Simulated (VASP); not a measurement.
# SiC (Cm) in VASP: further runs

SiC is run at these levels: r2SCAN; tasks: single point.

Program: VASP 6.6.1. These are calculated values, not measurements. Logs are shortened: lines on timing, memory, paths and dates and some standing lists are left out, and cuts for length are marked.

### 1 The cell of the first run

Symmetry: Cm, No. 8, monoclinic system. Conventional cell: a = 5.326 Å, b = 3.075 Å, c = 10.106 Å, α = 90.00°, β = 92.52°, γ = 90.00°. Within 2.5 Å of Si (site symmetry m) lie 4 C at 1.88 to 1.95 Å. Si (site symmetry m) has 4 C at 1.88 to 1.90 Å within 2.5 Å. Si (site symmetry m) has 4 C at 1.88 to 1.90 Å within 2.5 Å. Within 2.5 Å of Si (site symmetry m) lie 4 C at 1.88 to 1.90 Å. C (site symmetry m) has 4 Si at 1.88 to 1.95 Å within 2.5 Å. C (site symmetry m) has 4 Si at 1.88 to 1.90 Å within 2.5 Å. C (site symmetry m) has 4 Si at 1.88 to 1.90 Å within 2.5 Å. Within 2.5 Å of C (site symmetry m) lie 4 Si at 1.88 to 1.90 Å.

### 2 Single point, r2SCAN

Contents of POSCAR:

```
SiC
1.0
   -3.0751950066      0.0000000000      0.0000000000
   -1.5375975033     -2.6631969973      0.0000000000
   -0.3842456161     -0.2218443099     10.0963337124
Si C
4 4
Direct
    0.2578592483      0.2578592483      0.9060514413
    0.2995092483      0.2995092483      0.4060514413
    0.6536675816      0.6536675816      0.1560514413
    0.6120175816      0.6120175816      0.6560514413
    0.3255074184      0.3255074184      0.0939485587
    0.2838574184      0.2838574184      0.5939485587
    0.6380157517      0.6380157517      0.3439485587
    0.5963657517      0.5963657517      0.8439485587
```

Contents of INCAR.step1:

```
SYSTEM = SiC
PREC = Accurate
ENCUT = 520
ISMEAR = 0
SIGMA = 0.05
LREAL = .False.
LASPH = .True.
NELM = 80
NBANDS = 26
GGA = PE
ALGO = Normal
EDIFF = 1E-4
LWAVE = .True.
LCHARG = .False.
```

Contents of INCAR.step2:

```
SYSTEM = SiC
PREC = Accurate
ENCUT = 520
EDIFF = 1E-6
ISMEAR = 0
SIGMA = 0.05
LREAL = .False.
LASPH = .True.
NELM = 80
ALGO = Normal
ISIF = 2
LWAVE = .False.
LCHARG = .False.
METAGGA = R2SCAN
LMIXTAU = .True.
NBANDS = 26
ISTART = 1
```

Contents of KPOINTS:

```
regular mesh
0
Gamma
  8 8 3
  0 0 0
```

Potentials or basis: VASP PAW PBE potentials, release 64 (Si, C).

Launch:

```
$ cat potpaw_PBE.64/Si/POTCAR potpaw_PBE.64/C/POTCAR > POTCAR
$ cp INCAR.step1 INCAR
$ mpirun -np 1 vasp_std > vasp.out
$ cp INCAR.step2 INCAR
$ mpirun -np 1 vasp_std > vasp.out
```

OUTCAR:

```text
SYSTEM = SiC
   PREC = Accurate
   ENCUT = 520
   EDIFF = 1E-6
   ISMEAR = 0
   LREAL = .False.
   LASPH = .True.
   NELM = 80
   ISIF = 2
   METAGGA = R2SCAN
   ISTART = 1

 ion  position               nearest neighbor table
   1  0.258  0.258  0.906-   8 1.88   8 1.88   8 1.88   5 1.95   3 2.99   3 2.99   4 3.09   4 3.09
                             4 3.09
   2  0.300  0.300  0.406-   7 1.88   7 1.88   7 1.88   6 1.90   3 3.09   4 3.09   4 3.09   4 3.09
                             3 3.09   3 3.09
   3  0.654  0.654  0.156-   5 1.88   5 1.88   5 1.88   7 1.90   1 2.99   1 2.99   2 3.09   2 3.09
                             2 3.09
   4  0.612  0.612  0.656-   6 1.88   6 1.88   6 1.88   8 1.90   1 3.09   2 3.09   2 3.09   2 3.09
                             1 3.09   1 3.09
   5  0.326  0.326  0.094-   3 1.88   3 1.88   3 1.88   1 1.95
   6  0.284  0.284  0.594-   4 1.88   4 1.88   4 1.88   2 1.90
   7  0.638  0.638  0.344-   2 1.88   2 1.88   2 1.88   3 1.90
   8  0.596  0.596  0.844-   1 1.88   1 1.88   1 1.88   4 1.90

  LATTYP: Found a base centered monoclinic cell.
 ALAT       =     5.3263939946
 B/A-ratio  =     0.5773502692
 C/A-ratio  =     1.8973583410
 COS(beta)  =    -0.0439031459

  Lattice vectors:

 A1 = (   3.0751950066,   0.0000000000,   0.0000000000)
 A2 = (   1.5375975033,   2.6631969973,   0.0000000000)
 A3 = (  -0.3842456161,  -0.2218443099,  10.0963337124)

Analysis of symmetry for initial positions (statically):
=====================================================================
 Subroutine PRICEL returns:
 Original cell was already a primitive cell.

 Routine SETGRP: Setting up the symmetry group for a
 base centered monoclinic supercell.

 Subroutine GETGRP returns: Found  2 space group operations
 (whereof  2 operations were pure point group operations)
 out of a pool of  4 trial point group operations.

The static configuration has the point symmetry C_1h.

Analysis of symmetry for dynamics (positions and initial velocities):
=====================================================================
 Subroutine PRICEL returns:
 Original cell was already a primitive cell.

 Routine SETGRP: Setting up the symmetry group for a
 base centered monoclinic supercell.

 Subroutine GETGRP returns: Found  2 space group operations
 (whereof  2 operations were pure point group operations)
 out of a pool of  4 trial point group operations.

The dynamic configuration has the point symmetry C_1h.

 Subroutine INISYM returns: Found  2 space group operations
 (whereof  2 operations are pure point group operations),
 and found     1 'primitive' translations

----------------------------------------------------------------------------------------

                                     Primitive cell

  volume of cell :      82.6875

  direct lattice vectors                    reciprocal lattice vectors
    -3.075195007  0.000000000  0.000000000    -0.325182630  0.187744279 -0.008250520
    -1.537597503 -2.663196997  0.000000000     0.000000000 -0.375488558 -0.008250520
    -0.384245616 -0.221844310 10.096333712     0.000000000  0.000000000  0.099045855

  length of vectors
     3.075195007  3.075195007 10.106078073     0.375579190  0.375579190  0.099045855

  position of ions in fractional coordinates (direct lattice)
     0.257859248  0.257859248  0.906051441
     0.299509248  0.299509248  0.406051441
     0.653667582  0.653667582  0.156051441
     0.612017582  0.612017582  0.656051441
     0.325507418  0.325507418  0.093948559
     0.283857418  0.283857418  0.593948559
     0.638015752  0.638015752  0.343948559
     0.596365752  0.596365752  0.843948559

  ion indices of the primitive-cell ions
   primitive index   ion index
                 1           1
                 2           2
                 3           3
                 4           4
                 5           5
                 6           6
                 7           7
                 8           8

----------------------------------------------------------------------------------------

 KPOINTS: regular mesh

Automatic generation of k-mesh.
 Grid dimensions read from file:
 generate k-points for:    8    8    3

 Generating k-lattice:

  Cartesian coordinates                     Fractional coordinates (reciprocal lattice)
    -0.040647829  0.023468035 -0.001031315     0.125000000 -0.000000000  0.000000000
     0.000000000 -0.046936070 -0.001031315     0.000000000  0.125000000  0.000000000
     0.000000000  0.000000000  0.033015285     0.000000000  0.000000000  0.333333333

  Length of vectors
     0.046947399  0.046947399  0.033015285

  Shift w.r.t. Gamma in fractional coordinates (k-lattice)
     0.000000000  0.000000000  0.000000000

 Subroutine IBZKPT returns following result:
 ===========================================

 Found     57 irreducible k-points:

 Following reciprocal coordinates:
            Coordinates               Weight
  0.000000  0.000000  0.000000      1.000000
  0.125000 -0.000000 -0.000000      4.000000
  0.250000 -0.000000 -0.000000      4.000000
  0.375000  0.000000 -0.000000      4.000000
  0.500000 -0.000000 -0.000000      2.000000
  0.125000  0.125000 -0.000000      2.000000
[... 16 lines left out ...]
  0.125000 -0.000000  0.333333      4.000000
  0.250000 -0.000000  0.333333      4.000000
 [... further k-points ...]
   k-points           NKPTS =     57   k-points in BZ     NKDIM =     57   number of bands    NBANDS=     26
   number of dos      NEDOS =    301   number of ions     NIONS =      8
   total plane-waves  NPLWV =  46080
   dimension x,y,z NGX =    24 NGY =   24 NGZ =   80
   dimension x,y,z NGXF=    48 NGYF=   48 NGZF=  160
   ions per type =               4   4
   NGX,Y,Z   is equivalent  to a cutoff of  12.97, 12.97, 13.16 a.u.
   NGXF,Y,Z  is equivalent  to a cutoff of  25.95, 25.95, 26.32 a.u.
 SYSTEM =  SiC
   PREC   = accura    normal or accurate (medium, high low for compatibility)
   ISTART =      1    job   : 0-new  1-cont  2-samecut
   ICHARG =      0    charge: 1-file 2-atom 10-const
   ISPIN  =      1    spin polarized calculation?
   LNONCOLLINEAR =      F non collinear calculations
   LSORBIT =      F    spin-orbit coupling
   LASPH  =      T    aspherical Exc in radial PAW
   ENCUT  =  520.0 eV  38.22 Ry    6.18 a.u.   5.72  5.72 18.79*2*pi/ulx,y,z
   NELM   =     80;   NELMIN=  2; NELMDL=  0     # of ELM steps
   EDIFF  = 0.1E-05   stopping-criterion for ELM
   LREAL  =      F    real-space projection
   EDIFFG = 0.1E-04   stopping-criterion for IOM
   NSW    =      0    number of steps for IOM
   IBRION =     -1    ionic relax: 0-MD 1-quasi-New 2-CG
   NFREE  =      0    steps in history (QN), initial steepest desc. (CG)
   ISIF   =      2    stress and relaxation
   ISYM   =      2    0-nonsym 1-usesym 2-fastsym
   POTIM  = 0.5000    time-step for ionic-motion
   TEBEG  =    0.0;   TEEND  =   0.0 temperature during run
   PSTRESS=    0.0 pullay stress
   NELECT =      32.0000    total number of electrons
   NUPDOWN=      -1.0000    fix difference up-down
   EMIN   =  10.00;   EMAX   =-10.00  energy-range for DOS
   EFERMI =   0.00;   METHOD = LEGACY
   ISMEAR =     0;   SIGMA  =   0.05  broadening in eV -4-tet -1-fermi 0-gaus
   EFERMI_NEDOS =   21; number of points for ismear=-14 and -15
   IALGO  =     38    algorithm
   IMIX   =      4    mixing-type and parameters
     AMIX     =   0.40;   BMIX     =  1.00
     AMIX_MAG =   1.60;   BMIX_MAG =  1.00
  volume/ion in A,a.u.               =      10.34        69.75
  Fermi-wavevector in a.u.,A,eV,Ry     =   1.193012  2.254466 19.364879  1.423278
  Thomas-Fermi vector in A             =   2.329037
   LORBIT       =      0    0 simple, 1 ext, 2 COOP (PROOUT), +10 PAW based schemes
   METAGGA = R2SCAN    functional components
   LHFCALC =     F    Hartree Fock is set to
   AEXX    =    0.0000 exact exchange contribution
   IVDW    =     0    specifies the selected vdW correction
   LEPSILON=     F    determine dielectric tensor
   LRPA    =     F    only Hartree local field effects (RPA)
 non-spin polarized calculation
 Gauss-broadening in eV      SIGMA  =   0.05
  energy-cutoff  :      520.00
  volume of cell :       82.69
 maximum number of plane-waves:      2244
   NGX = 11   NGY = 11   NGZ = 37

 number of electron      32.0000002 magnetization

 Free energy of the ion-electron system (eV)
  ---------------------------------------------------
  ext. energy  EPLUGINS =         0.00000000
  ---------------------------------------------------
  free energy    TOTEN  =       -76.94792252 eV

  energy without entropy =      -76.94792252  energy(sigma->0) =      -76.94792252

 E-fermi :   8.6678     XC(G=0): -11.9376

 val. band max:        8.4182454171   @ k =   0.0000   0.0000   0.0000
 cond. band min:      11.0059594413   @ k =  -0.3750   0.2500  -0.0000
 fundamental gap:      2.5877140242
 Fermi energy:         8.6678089625

 k-point     1 :       0.0000    0.0000    0.0000
  band No.  band energies     occupation
      1      -8.1996      2.00000
      2      -6.9740      2.00000
      3      -6.9513      2.00000
      4      -4.5728      2.00000
      5      -0.8145      2.00000
      6       3.5150      2.00000
[... 18 lines left out ...]
     25      16.0564      0.00000
     26      16.3004      0.00000

 k-point     2 :       0.1250   -0.0000   -0.0000
  band No.  band energies     occupation
      1      -7.9188      2.00000
      2      -6.7176      2.00000
      3      -6.6640      2.00000
      4      -4.3369      2.00000
      5      -0.5563      2.00000
      6       3.5656      2.00000
[... 18 lines left out ...]
     25      16.3075      0.00000
[... 608 lines left out ...]
     25      16.3544      0.00000
     26      16.5139      0.00000

 k-point    24 :       0.2500   -0.0000    0.3333
  band No.  band energies     occupation
      1      -6.9774      2.00000
      2      -6.5222      2.00000
      3      -5.1084      2.00000
      4      -4.1090      2.00000
      5       0.6864      2.00000
      6       1.8750      2.00000
[... 18 lines left out ...]
     25      17.3509      0.00000
     26      17.6982      0.00000

 [... further k-points ...]

------------------------ aborting loop because EDIFF is reached ----------------------------------------

  FORCE on cell =-STRESS in cart. coord.  units (eV):
  Direction    XX          YY          ZZ          XY          YZ          ZX
  --------------------------------------------------------------------------------------
  -------------------------------------------------------------------------------------
  Total       -0.4096913     -0.3871656      0.0216322     -0.0195078      1.8058027      3.1277414
  in kB       -7.9383033     -7.5018386      0.4191513     -0.3779895     34.9897816     60.6040672
  external PRESSURE =      -5.0069969 kB  Pullay stress =       0.0000000 kB

 VOLUME and BASIS-vectors are now :
 -----------------------------------------------------------------------------
  energy-cutoff  :      520.00
  volume of cell :       82.69
      direct lattice vectors                 reciprocal lattice vectors
    -3.075195007  0.000000000  0.000000000    -0.325182630  0.187744279 -0.008250520
    -1.537597503 -2.663196997  0.000000000     0.000000000 -0.375488558 -0.008250520
    -0.384245616 -0.221844310 10.096333712     0.000000000  0.000000000  0.099045855

 POSITION                                       TOTAL-FORCE (eV/Angst)
 -----------------------------------------------------------------------------------
     -1.53760     -0.88773      9.14780        -1.043009     -0.602182      0.238616
     -1.53760     -0.88773      4.09963         0.012079      0.006974     -0.044229
     -3.07520     -1.77546      1.57555         0.044893      0.025919      0.071989
     -3.07520     -1.77546      6.62371        -0.105672     -0.061010     -0.077431
     -1.53760     -0.88773      0.94854         1.131352      0.653186     -0.210354
     -1.53760     -0.88773      5.99670        -0.007211     -0.004163      0.035520
     -3.07520     -1.77546      3.47262         0.086045      0.049678      0.056577
     -3.07520     -1.77546      8.52079        -0.118476     -0.068402     -0.070688
 -----------------------------------------------------------------------------------
    total drift:                               -0.000250     -0.000145      0.001276

  FREE ENERGIE OF THE ION-ELECTRON SYSTEM (eV)
  ---------------------------------------------------
  free  energy   TOTEN  =       -76.9479225181 eV

  energy  without entropy=      -76.9479225181  energy(sigma->0) =      -76.94792252
```

It took 5.4 min on 1 thread of Intel Xeon 6975P-C (Granite Rapids), shared host; peak memory 0.26 GiB.

Results:

```yaml
Free_energy: -76.9479 eV
Pressure: -0.5 GPa
Largest_force: 1.323 eV/Å
Band_gap_on_the_k_mesh: 2.59 eV, indirect (least direct gap 4.37 eV)
```

Forces on the atoms (eV/Å):
```
Si  -1.043 -0.602  0.239
Si   0.012  0.007 -0.044
Si   0.045  0.026  0.072
Si  -0.106 -0.061 -0.077
C    1.131  0.653 -0.210
C   -0.007 -0.004  0.036
C    0.086  0.050  0.057
C   -0.118 -0.068 -0.071
```

Caveat: the PAW data sets were made with another functional, which shifts forces and pressure a little. A k mesh can miss the band edges.

(Part 1 of 2 ends here.)
